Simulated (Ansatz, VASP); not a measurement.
## BP: VASP beside Ansatz

The input INCAR:

```
SYSTEM = BP
PREC     = Accurate       ! precision mode
ENCUT    = 520            ! plane-wave cutoff, eV
EDIFF    = 1E-7           ! SCF threshold, eV
ISMEAR   = -1             ! smearing method
SIGMA    = 0.02           ! smearing width, eV
LREAL    = .FALSE.        ! projectors in reciprocal space
LASPH    = .TRUE.         ! aspherical terms in the spheres
NELM     = 80             ! most SCF steps
ALGO     = Normal         ! electronic algorithm
ISIF     = 2              ! what is computed and relaxed
LWAVE    = .FALSE.        ! write WAVECAR
LCHARG   = .FALSE.        ! write CHGCAR
GGA      = PE             ! functional
NBANDS   = 11             ! bands
```

Contents of KPOINTS:

```
regular mesh
0
G
  10 10 10
  0 0 0
```

POSCAR

```
BP
1.0
    0.0000000000      2.2683155811      2.2683155811
    2.2683155811      0.0000000000      2.2683155811
    2.2683155811      2.2683155811      0.0000000000
B P
1 1
Direct
    0.0000000000      0.0000000000      0.0000000000
    0.2500000000      0.2500000000      0.2500000000
```

Input for Ansatz:

```yaml
crystal:
  lattice:
    - [0.0, 2.2683155811, 2.2683155811]
    - [2.2683155811, 0.0, 2.2683155811]
    - [2.2683155811, 2.2683155811, 0.0]
  atoms:
    - { symbol: B, position: [0.0, 0.0, 0.0] }
    - { symbol: P, position: [0.25, 0.25, 0.25] }
kpoints:
  mp_grid: { grid: [10, 10, 10] }
  band_path:
    path:
      - [[0.0, 0.0, 0.0], [-0.5, -0.5, -3.257169993989e-34], [-0.375, -0.375, 0.25]]
      - [[-0.375, 1.793669570137e-18, 0.375], [0.0, 0.0, 0.0], [1.455596812184e-17, 1.455596812184e-17, 0.5], [-0.5, -0.25, 0.25], [-0.5, -0.5, -3.257169993989e-34]]
    npoints: 10
hamiltonian:
  xc: pbe
scf:
  occupations: { method: fermi_dirac, width: 0.02 }
  n_extra_bands: 4
output:
  forces: true
  stress: true
  eigenvalues: true
```

Alike in both runs: task single point; functional PBE; k mesh 10 × 10 × 10; occupations fermi-dirac, width 0.02 eV; no spin polarisation.

```csv
,VASP,Ansatz
version,VASP 6.6.1,Ansatz 0.2.0
potentials or method,"VASP PAW PBE potentials, release 64 (B, P)","plane waves, PAW"
plane-wave cutoff (eV),520,420
valence electrons in the cell,8,8
```

Ansatz gave:

```
gap on the k mesh at the Fermi level (eV) : 1.24
pressure (GPa)                            : 1.3
```

Task: Which values does VASP return?

Result: gap on the k mesh at the Fermi level (eV): 1.24; pressure (GPa): 1.0.

With one functional, cell and mesh, what is left measures potentials, basis and numerics.
